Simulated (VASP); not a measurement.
# BaTiO3 in VASP: a series of runs, part 2 of 2

VASP 6.6.1.

### Step 4. Single point, r2SCAN+U

This run uses another cell than the first one, of 13.69 Å³/atom, 1.020 times its volume.

Contents of POSCAR:

```
BaTiO3
1.0
    2.9645160655      1.7140030903      2.4236334988
   -2.9645160655      1.7140030903      2.4236334988
    0.0000000000     -3.1749996336      2.2454436996
Ba Ti O
1 1 3
Direct
    0.0093058398      0.0093058398     -0.0057795020
    0.5252950619      0.5252950619      0.4942356669
    0.4930481880      0.9662236372      0.4942169397
    0.4772282729      0.4772282729      0.9942109557
    0.9662236372      0.4930481880      0.4942169397
```

Contents of INCAR.step1:

```
PREC = Accurate
ENCUT = 520
ISMEAR = 0
SIGMA = 0.02
LREAL = False
LASPH = True
NELM = 150
LMAXMIX = 4
LDAU = True
LDAUTYPE = 2
LDAUL = -1 2 -1
LDAUU = 0 4 0
LDAUJ = 0 0 0
NBANDS = 28
GGA = PE
ALGO = Normal
EDIFF = 1E-4
LWAVE = True
LCHARG = False
```

Contents of INCAR.step2:

```
PREC = Accurate
ENCUT = 520
EDIFF = 1E-7
ISMEAR = 0
SIGMA = 0.02
LREAL = False
LASPH = True
NELM = 150
ALGO = Normal
ISIF = 2
LWAVE = False
LCHARG = False
LMAXMIX = 4
LDAU = True
LDAUTYPE = 2
LDAUL = -1 2 -1
LDAUU = 0 4 0
LDAUJ = 0 0 0
LDAUPRINT = 1
METAGGA = R2SCAN
LMIXTAU = True
NBANDS = 28
ISTART = 1
```

Contents of KPOINTS:

```
regular mesh
0
Gamma
  6 6 6
```

Potentials or basis: VASP PAW PBE potentials, release 64 (Ba_sv, Ti_sv, O).

On the command line:

```
$ cat potpaw_PBE.64/Ba_sv/POTCAR potpaw_PBE.64/Ti_sv/POTCAR potpaw_PBE.64/O/POTCAR > POTCAR
$ cp INCAR.step1 INCAR
$ mpirun -np 1 vasp_std > vasp.out
$ cp INCAR.step2 INCAR
$ mpirun -np 1 vasp_std > vasp.out
```

OUTCAR:

```text
PREC = Accurate
   ENCUT = 520
   EDIFF = 1E-7
   ISMEAR = 0
   LREAL = False
   LASPH = True
   NELM = 150
   ISIF = 2
   METAGGA = R2SCAN
   ISTART = 1

 ion  position               nearest neighbor table
   1  0.009  0.009  0.994-   4 2.78   3 2.82   5 2.82   3 2.82   5 2.82   5 2.92   3 2.92   5 2.92
                             3 2.92   4 2.97   4 2.97   4 3.16   2 3.47   2 3.47   2 3.55   2 3.55
   2  0.525  0.525  0.494-   3 1.85   5 1.85   4 1.97   4 1.97   3 2.35   5 2.35   1 3.47   1 3.47
                             1 3.55   1 3.55   1 3.55   1 3.55   1 3.63   1 3.63
   3  0.493  0.966  0.494-   2 1.85   2 2.35   1 2.82   1 2.82   1 2.92   1 2.92
   4  0.477  0.477  0.994-   2 1.97   2 1.97   1 2.78   1 2.97   1 2.97   1 3.16
   5  0.966  0.493  0.494-   2 1.85   2 2.35   1 2.82   1 2.82   1 2.92   1 2.92

  LATTYP: Found a simple monoclinic cell.
 ALAT       =     5.9290321310
 B/A-ratio  =     0.6558884817
 C/A-ratio  =     1.5813497678
 COS(beta)  =    -0.9485567523

  Lattice vectors:

 A1 = (  -5.9290321310,   0.0000000000,   0.0000000000)
 A2 = (   0.0000000000,  -3.1749996336,   2.2454436996)
 A3 = (   8.8935481965,   1.7140030903,   2.4236334988)

Analysis of symmetry for initial positions (statically):
=====================================================================
 Subroutine PRICEL returns:
 Original cell was already a primitive cell.

 Routine SETGRP: Setting up the symmetry group for a
 simple monoclinic supercell.

 Subroutine GETGRP returns: Found  1 space group operations
 (whereof  1 operations were pure point group operations)
 out of a pool of  4 trial point group operations.

The static configuration has the point symmetry C_1 .

Analysis of symmetry for dynamics (positions and initial velocities):
=====================================================================
 Subroutine PRICEL returns:
 Original cell was already a primitive cell.

 Routine SETGRP: Setting up the symmetry group for a
 simple monoclinic supercell.

 Subroutine GETGRP returns: Found  1 space group operations
 (whereof  1 operations were pure point group operations)
 out of a pool of  4 trial point group operations.

The dynamic configuration has the point symmetry C_1 .

 Subroutine INISYM returns: Found  1 space group operations
 (whereof  1 operations are pure point group operations),
 and found     1 'primitive' translations

----------------------------------------------------------------------------------------

                                     Primitive cell

  volume of cell :      68.4432

  direct lattice vectors                    reciprocal lattice vectors
     2.964516065  1.714003090  2.423633499     0.168661592  0.097258128  0.137520491
    -2.964516065  1.714003090  2.423633499    -0.168661592  0.097258128  0.137520491
     0.000000000 -3.174999634  2.245443700     0.000000000 -0.209952319  0.148479101

[... 102 lines left out ...]
   EMIN   =  10.00;   EMAX   =-10.00  energy-range for DOS
   EFERMI =   0.00;   METHOD = LEGACY
   ISMEAR =     0;   SIGMA  =   0.02  broadening in eV -4-tet -1-fermi 0-gaus
   EFERMI_NEDOS =   21; number of points for ismear=-14 and -15
   IALGO  =     38    algorithm
   IMIX   =      4    mixing-type and parameters
     AMIX     =   0.40;   BMIX     =  1.00
     AMIX_MAG =   1.60;   BMIX_MAG =  1.00
  volume/ion in A,a.u.               =      13.69        92.38
  Fermi-wavevector in a.u.,A,eV,Ry     =   1.368731  2.586527 25.489492  1.873425
  Thomas-Fermi vector in A             =   2.494669
   LORBIT       =      0    0 simple, 1 ext, 2 COOP (PROOUT), +10 PAW based schemes
 LDA+U is selected, type is set to LDAUTYPE =  2
   angular momentum for each species LDAUL =    -1    2   -1
   U (eV)           for each species LDAUU =   0.0  4.0  0.0
   J (eV)           for each species LDAUJ =   0.0  0.0  0.0
   METAGGA = R2SCAN    functional components
   LHFCALC =     F    Hartree Fock is set to
   AEXX    =    0.0000 exact exchange contribution
   IVDW    =     0    specifies the selected vdW correction
   LEPSILON=     F    determine dielectric tensor
   LRPA    =     F    only Hartree local field effects (RPA)
 non-spin polarized calculation
 Gauss-broadening in eV      SIGMA  =   0.02
  energy-cutoff  :      520.00
  volume of cell :       68.44
 maximum number of plane-waves:      1864
   NGX = 15   NGY = 15   NGZ = 15

atom =   2  type =  2  l = 2

 onsite density matrix

spin component  1

  0.1520  0.0000 -0.0000  0.0645 -0.0000
  0.0000  0.1844 -0.0073  0.0000  0.0662
 -0.0000 -0.0073  0.1090 -0.0000 -0.0056
  0.0645  0.0000 -0.0000  0.1976  0.0000
 -0.0000  0.0662 -0.0056  0.0000  0.1653

spin component  2

  0.1520  0.0000 -0.0000  0.0645 -0.0000
  0.0000  0.1844 -0.0073  0.0000  0.0662
 -0.0000 -0.0073  0.1090 -0.0000 -0.0056
  0.0645  0.0000 -0.0000  0.1976  0.0000
 -0.0000  0.0662 -0.0056  0.0000  0.1653

 occupancies and eigenvectors

  o =  0.1064  v = -0.8164  0.0002  0.0001  0.5775 -0.0002  0.0000  0.0000  0.0000  0.0000  0.0000      0.0000  0.0000  0.0000  0.0000  0.0000  0.0000  0.0000  0.0000  0.0000  0.0000
  o =  0.1064  v =  0.0000  0.0000  0.0000  0.0000  0.0000 -0.8164  0.0002  0.0001  0.5775 -0.0002      0.0000  0.0000  0.0000  0.0000  0.0000  0.0000  0.0000  0.0000  0.0000  0.0000
  o =  0.1075  v =  0.0002  0.5654  0.5740 -0.0002 -0.5923  0.0000  0.0000  0.0000  0.0000  0.0000      0.0000  0.0000  0.0000  0.0000  0.0000  0.0000  0.0000  0.0000  0.0000  0.0000
  o =  0.1075  v =  0.0000  0.0000  0.0000  0.0000  0.0000  0.0002  0.5654  0.5740 -0.0002 -0.5923      0.0000  0.0000  0.0000  0.0000  0.0000  0.0000  0.0000  0.0000  0.0000  0.0000
  o =  0.1087  v = -0.0001 -0.3338  0.8159  0.0000  0.4720  0.0000  0.0000  0.0000  0.0000  0.0000      0.0000  0.0000  0.0000  0.0000  0.0000  0.0000  0.0000  0.0000  0.0000  0.0000
  o =  0.1087  v =  0.0000  0.0000  0.0000  0.0000  0.0000 -0.0001 -0.3338  0.8159  0.0000  0.4720      0.0000  0.0000  0.0000  0.0000  0.0000  0.0000  0.0000  0.0000  0.0000  0.0000
  o =  0.2423  v =  0.0000  0.0000  0.0000  0.0000  0.0000  0.0002 -0.7542  0.0691  0.0003 -0.6530      0.0000  0.0000  0.0000  0.0000  0.0000  0.0000  0.0000  0.0000  0.0000  0.0000
  o =  0.2423  v =  0.0002 -0.7542  0.0691  0.0003 -0.6530  0.0000  0.0000  0.0000  0.0000  0.0000      0.0000  0.0000  0.0000  0.0000  0.0000  0.0000  0.0000  0.0000  0.0000  0.0000
  o =  0.2432  v = -0.5775 -0.0003  0.0000 -0.8164 -0.0002  0.0000  0.0000  0.0000  0.0000  0.0000      0.0000  0.0000  0.0000  0.0000  0.0000  0.0000  0.0000  0.0000  0.0000  0.0000
  o =  0.2432  v =  0.0000  0.0000  0.0000  0.0000  0.0000 -0.5775 -0.0003  0.0000 -0.8164 -0.0002      0.0000  0.0000  0.0000  0.0000  0.0000  0.0000  0.0000  0.0000  0.0000  0.0000

 number of electron      39.9999997 magnetization

 Free energy of the ion-electron system (eV)
  ---------------------------------------------------
  ext. energy  EPLUGINS =         0.00000000
  ---------------------------------------------------
  free energy    TOTEN  =       -71.48500912 eV

  energy without entropy =      -71.48500912  energy(sigma->0) =      -71.48500912

 E-fermi :   3.3119     XC(G=0): -11.5191

 val. band max:        3.1752606000   @ k =   0.5000   0.5000   0.5000
 cond. band min:       6.4983468690   @ k =   0.0000   0.0000   0.0000
 fundamental gap:      3.3230862690
 Fermi energy:         3.3119452270

 k-point     1 :       0.0000    0.0000    0.0000
  band No.  band energies     occupation
      1     -56.4577      2.00000
      2     -31.6459      2.00000
      3     -31.6218      2.00000
      4     -31.5486      2.00000
      5     -22.5749      2.00000
      6     -14.6386      2.00000
[... 733 lines left out ...]
     27      10.7856      0.00000
     28      12.0840      0.00000

 [... further k-points ...]
[... 5 lines left out ...]
  --------------------------------------------------------------------------------------
  -------------------------------------------------------------------------------------
  Total       -0.8367914      0.9277952      0.2836382     -0.0000147     -0.9070488     -0.0000347
  in kB      -19.5883443     21.7186397      6.6396502     -0.0003434    -21.2329915     -0.0008112
  external PRESSURE =       2.9233152 kB  Pullay stress =       0.0000000 kB

 VOLUME and BASIS-vectors are now :
 -----------------------------------------------------------------------------
  energy-cutoff  :      520.00
  volume of cell :       68.44
      direct lattice vectors                 reciprocal lattice vectors
     2.964516065  1.714003090  2.423633499     0.168661592  0.097258128  0.137520491
    -2.964516065  1.714003090  2.423633499    -0.168661592  0.097258128  0.137520491
     0.000000000 -3.174999634  2.245443700     0.000000000 -0.209952319  0.148479101

 POSITION                                       TOTAL-FORCE (eV/Angst)
 -----------------------------------------------------------------------------------
      0.00000     -3.12475      2.27757         0.000002     -0.027465     -0.037365
      0.00000      0.23152      3.65602         0.000043     -0.477595     -0.679855
     -1.40274      0.93206      4.64648        -0.459030      0.249134      0.353491
      0.00000     -1.52068      4.54570        -0.000000      0.006815      0.010268
      1.40274      0.93206      4.64648         0.458986      0.249111      0.353461
 -----------------------------------------------------------------------------------
    total drift:                                0.000000     -0.002354     -0.007229

  FREE ENERGIE OF THE ION-ELECTRON SYSTEM (eV)
  ---------------------------------------------------
  free  energy   TOTEN  =       -71.4850091160 eV

  energy  without entropy=      -71.4850091160  energy(sigma->0) =      -71.48500912
```

Wall time 17 min (1 thread of Oxide Virtual Turin-like, shared host); peak memory 0.3 GiB.

What came out:

```yaml
Free_energy: -71.4850 eV
Pressure: 0.3 GPa
Largest_force: 0.831 eV/Å
Band_gap_on_the_k_mesh: 3.32 eV, indirect (least direct gap 3.90 eV)
```

Forces on the atoms (eV/Å):
```
Ba   0.000 -0.027 -0.037
Ti   0.000 -0.478 -0.680
O   -0.459  0.249  0.353
O    0.000  0.007  0.010
O    0.459  0.249  0.353
```

Eigenvalues of the final occupation matrices:
```
    site  spin  trace               eigenvalues
site 2 d     1   0.81  0.11 0.11 0.11 0.24 0.24
site 2 d     2   0.81  0.11 0.11 0.11 0.24 0.24
```

Caveat: the PAW data sets were made with another functional, which shifts forces and pressure a little; spin-orbit coupling is left out, which moves the levels of the heavy elements. A k mesh can miss the band edges.

### Step 5. Single point, r2SCAN+U (biaxial strain in the a-b plane: +4.5 %)

Contents of POSCAR:

```
BaTiO3
1.0
    2.9645160655      1.7115641484      2.4253564884
   -2.9645160655      1.7115641484      2.4253564884
    0.0000000000     -3.1869625645      2.2586952975
Ba Ti O
1 1 3
Direct
    0.0057784101      0.0057784101     -0.0057813391
    0.5204283789      0.5204283789      0.4942276757
    0.4913986598      0.9715260133      0.4942188769
    0.4819695377      0.4819695377      0.9942169095
    0.9715260133      0.4913986598      0.4942188769
```

Contents of INCAR.step1:

```
PREC = Accurate ; ENCUT = 520
ISMEAR = 0 ; SIGMA = 0.02
LREAL = False ; LASPH = True
NELM = 150 ; LMAXMIX = 4
LDAU = True ; LDAUTYPE = 2
LDAUL = -1 2 -1 ; LDAUU = 0 4 0
LDAUJ = 0 0 0 ; NBANDS = 28
GGA = PE ; ALGO = Normal
EDIFF = 1E-4 ; LWAVE = True
LCHARG = False
```

Contents of INCAR.step2:

```
PREC = Accurate ; ENCUT = 520
EDIFF = 1E-6 ; ISMEAR = 0
SIGMA = 0.02 ; LREAL = False
LASPH = True ; NELM = 150
ALGO = Normal ; ISIF = 2
LWAVE = False ; LCHARG = False
LMAXMIX = 4 ; LDAU = True
LDAUTYPE = 2 ; LDAUL = -1 2 -1
LDAUU = 0 4 0 ; LDAUJ = 0 0 0
LDAUPRINT = 1 ; METAGGA = R2SCAN
LMIXTAU = True ; NBANDS = 28
ISTART = 1
```

KPOINTS is that of step 4.

Potentials or basis: VASP PAW PBE potentials, release 64 (Ba_sv, Ti_sv, O).

On the command line:

```
$ cat potpaw_PBE.64/Ba_sv/POTCAR potpaw_PBE.64/Ti_sv/POTCAR potpaw_PBE.64/O/POTCAR > POTCAR
$ cp INCAR.step1 INCAR
$ mpirun -np 1 vasp_std > vasp.out
$ cp INCAR.step2 INCAR
$ mpirun -np 1 vasp_std > vasp.out
```

OUTCAR:

```text
PREC = Accurate
   ENCUT = 520
   EDIFF = 1E-6
   ISMEAR = 0
   LREAL = False
   LASPH = True
   NELM = 150
   ISIF = 2
   METAGGA = R2SCAN
   ISTART = 1

 ion  position               nearest neighbor table
   1  0.006  0.006  0.994-   3 2.82   5 2.82   4 2.83   5 2.83   3 2.83   5 2.91   3 2.91   5 2.92
                             3 2.92   4 2.97   4 2.97   4 3.11   2 3.48   2 3.48   2 3.55   2 3.55
   2  0.520  0.520  0.494-   3 1.90   5 1.90   4 1.97   4 1.97   3 2.31   5 2.31   1 3.48   1 3.48
                             1 3.55   1 3.55   1 3.55   1 3.55   1 3.62   1 3.63
[... 991 lines left out ...]
  -------------------------------------------------------------------------------------
  Total       -2.3269471      0.1562332     -0.9924105      0.0000000     -1.3302354      0.0000000
  in kB      -54.2283925      3.6409401    -23.1276541      0.0000000    -31.0005010      0.0000000
  external PRESSURE =     -24.5717022 kB  Pullay stress =       0.0000000 kB

 VOLUME and BASIS-vectors are now :
 -----------------------------------------------------------------------------
  energy-cutoff  :      520.00
  volume of cell :       68.75
      direct lattice vectors                 reciprocal lattice vectors
     2.964516065  1.711564148  2.425356488     0.168661592  0.097395992  0.137423308
    -2.964516065  1.711564148  2.425356488    -0.168661592  0.097395992  0.137423308
     0.000000000 -3.186962564  2.258695298     0.000000000 -0.209165000  0.147606884

 POSITION                                       TOTAL-FORCE (eV/Angst)
 -----------------------------------------------------------------------------------
      0.00000     -3.14876      2.27367         0.000000     -0.001031      0.001257
      0.00000      0.20641      3.64076         0.000000     -0.145870     -0.201531
     -1.42335      0.92883      4.66440        -0.105319      0.087822      0.117244
      0.00000     -1.51869      4.58353         0.000000     -0.028744     -0.034213
      1.42335      0.92883      4.66440         0.105319      0.087822      0.117244
 -----------------------------------------------------------------------------------
    total drift:                                0.000000      0.001238      0.000119

  FREE ENERGIE OF THE ION-ELECTRON SYSTEM (eV)
  ---------------------------------------------------
  free  energy   TOTEN  =       -71.5231801051 eV

  energy  without entropy=      -71.5231801051  energy(sigma->0) =      -71.52318011
```

OUTCAR.step1:

```text
PREC = Accurate
   ENCUT = 520
   ISMEAR = 0
   LREAL = False
   LASPH = True
[... 984 lines left out ...]
      0.00000      0.20641      3.64076         0.000000     -0.115148     -0.157646
     -1.42335      0.92883      4.66440        -0.142976      0.086724      0.115199
      0.00000     -1.51869      4.58353         0.000000     -0.063351     -0.081904
      1.42335      0.92883      4.66440         0.142976      0.086724      0.115199
 -----------------------------------------------------------------------------------
    total drift:                                0.000000     -0.001381     -0.001876

  FREE ENERGIE OF THE ION-ELECTRON SYSTEM (eV)
  ---------------------------------------------------
  free  energy   TOTEN  =       -37.2517016354 eV

  energy  without entropy=      -37.2517016354  energy(sigma->0) =      -37.25170164
```

OSZICAR.step1:

```text
N       E                     dE             d eps       ncg     rms          rms(c)
DAV:   1     0.441090098548E+03    0.44109E+03   -0.20770E+04  3808   0.153E+03
DAV:   2    -0.248148844863E+01   -0.44357E+03   -0.42391E+03  4408   0.428E+02
DAV:   3    -0.469010652691E+02   -0.44420E+02   -0.44073E+02  5272   0.134E+02
DAV:   4    -0.490237412547E+02   -0.21227E+01   -0.21176E+01  5916   0.250E+01
DAV:   5    -0.490903722523E+02   -0.66631E-01   -0.66620E-01  5212   0.331E+00    0.231E+01
DAV:   6    -0.371592086727E+02    0.11931E+02   -0.58087E+01  5896   0.674E+01    0.900E+00
DAV:   7    -0.373388046582E+02   -0.17960E+00   -0.86081E+00  5188   0.183E+01    0.573E+00
DAV:   8    -0.372388703309E+02    0.99934E-01   -0.10534E+00  5000   0.896E+00    0.232E+00
DAV:   9    -0.372634870266E+02   -0.24617E-01   -0.20962E-01  4624   0.303E+00    0.112E+00
DAV:  10    -0.372593992509E+02    0.40878E-02   -0.95303E-02  5012   0.208E+00    0.748E-01
DAV:  11    -0.372516955332E+02    0.77037E-02   -0.28205E-02  5408   0.149E+00    0.779E-02
DAV:  12    -0.372516753988E+02    0.20134E-04   -0.14108E-03  4388   0.318E-01    0.489E-02
DAV:  13    -0.372517016354E+02   -0.26237E-04   -0.21375E-04  3424   0.112E-01
   1 F= -.37251702E+02 E0= -.37251702E+02  d E =-.147277E-18
```

Wall time 7.7 min (1 thread of Oxide Virtual Turin-like, shared host); peak memory 0.24 GiB.

What came out:

| Item | Value |
| --- | --- |
| Free energy | -71.5232 eV |
| Pressure | -2.5 GPa |
| Largest force | 0.249 eV/Å |
| Band gap on the k mesh | 3.07 eV, indirect (least direct gap 3.66 eV) |

Forces in eV/Å, atoms in the order of the input:
```
Ba   0.000 -0.001  0.001
Ti   0.000 -0.146 -0.202
O   -0.105  0.088  0.117
O    0.000 -0.029 -0.034
O    0.105  0.088  0.117
```

Stress tensor (GPa, compression positive):
```
-5.42  0.00  0.00
 0.00  0.36 -3.10
 0.00 -3.10 -2.31
```

Eigenvalues of the final occupation matrices:
```csv
site,spin,trace,eigenvalues
site 2 d,1,0.78,0.10 0.10 0.10 0.23 0.24
site 2 d,2,0.78,0.10 0.10 0.10 0.23 0.24
```

Caveat: the cell differs from its parent crystal (biaxial strain in the a-b plane: +4.5 %); the PAW data sets were made with another functional, which shifts forces and pressure a little; spin-orbit coupling is left out, which moves the levels of the heavy elements.

### Step 6. The runs side by side

| cell | gap on the mesh (eV) | pressure (GPa) | largest force (eV/Å) |
| --- | --- | --- | --- |
| a = 4.135, b = 4.135, c = 3.926 Å, angles 90.0, 90.0, 89.9°, 5 atoms | 3.15 | 1.1 | 0.77 |
| a = 4.195, b = 4.195, c = 3.889 Å, angles 90.0, 90.0, 89.9°, 5 atoms | 3.32 | 0.3 | 0.83 |
| a = 4.195, b = 4.195, c = 3.906 Å, angles 89.9°, 5 atoms | 3.07 | -2.5 | 0.25 |

Alike in all rows: task single point; level r2SCAN+U; potentials or basis VASP PAW PBE potentials, release 64 (Ba_sv, Ti_sv, O); no spin polarisation; Ti d U = 4.0 eV; k mesh 6 × 6 × 6; cutoff (eV) 520; smearing gaussian 0.02 eV.

Caveats: the PAW data sets were made with another functional, which shifts forces and pressure a little; spin-orbit coupling is left out, which moves the levels of the heavy elements.

Total energies depend on the potentials used, so only differences within one code and one set of settings carry meaning.
